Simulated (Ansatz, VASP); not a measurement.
# TiCo in VASP and in Ansatz

Contents of INCAR:

```
PREC = Accurate ; ENCUT = 600
EDIFF = 1E-7 ; ISMEAR = -1
SIGMA = 0.05 ; LREAL = False
LASPH = True ; NELM = 150
ALGO = Normal ; ISIF = 3
LWAVE = False ; LCHARG = False
ISPIN = 2 ; MAGMOM = 2 1
LORBIT = 11 ; LMAXMIX = 4
GGA = PE ; IBRION = 2
NSW = 80 ; EDIFFG = -0.01
```

File KPOINTS:

```
Automatic mesh
0
Gamma
  9 9 9
```

Contents of POSCAR:

```
TiCo
1.0
    2.9861109900      0.0000000000      0.0000000000
    0.0000000000      2.9861109900      0.0000000000
    0.0000000000      0.0000000000      2.9861109900
Co Ti
1 1
Direct
    0.5000000000      0.5000000000      0.5000000000
    0.0000000000      0.0000000000      0.0000000000
```

The input input.yaml:

```yaml
crystal:
  lattice:
    - [2.98611099, 0.0, 0.0]
    - [0.0, 2.98611099, 0.0]
    - [0.0, 0.0, 2.98611099]
  atoms:
    - { symbol: Co, position: [0.5, 0.5, 0.5], spin: 2.0 }
    - { symbol: Ti, position: [0.0, 0.0, 0.0], spin: 1.0 }
kpoints:
  mp_grid: { grid: [9, 9, 9] }
scf:
  occupations: { method: fermi_dirac, width: 0.05 }
hamiltonian:
  xc: pbe
  pseudopotentials: { kind: all_electron, lapw: { basis_error: 0.001 } }
magnetization:
  spin_polarized: true
output:
  forces: true
  stress: true
relax:
  f_tol: 0.01
  max_steps: 60
  cell: {}
```

Alike in both runs: task relaxation of cell and atoms; functional PBE; k mesh 9 × 9 × 9; occupations fermi-dirac, width 0.05 eV; collinear spin.

|  | VASP | Ansatz |
| --- | --- | --- |
| version | VASP 6.6.1 | Ansatz 0.2.0 |
| potentials or method | VASP PAW PBE potentials, release 64 (Co, Ti_sv), cutoff 600 eV | all-electron LAPW, scalar-relativistic |

```tsv
	VASP	Ansatz	Ansatz less VASP
net moment per atom (μB)	0.39	0.41	+0.025
size of the moment on the site where the two differ most (μB)	0.86	0.93	+0.077
relaxed volume (Å³/atom)	13.22	13.28	+0.057
relaxed cell length with the largest relative difference (Å)	2.979	2.983	+0.0043
```

Site moments also hang on the region over which each program counts them. Ansatz ran all-electron here, and VASP with PAW potentials.
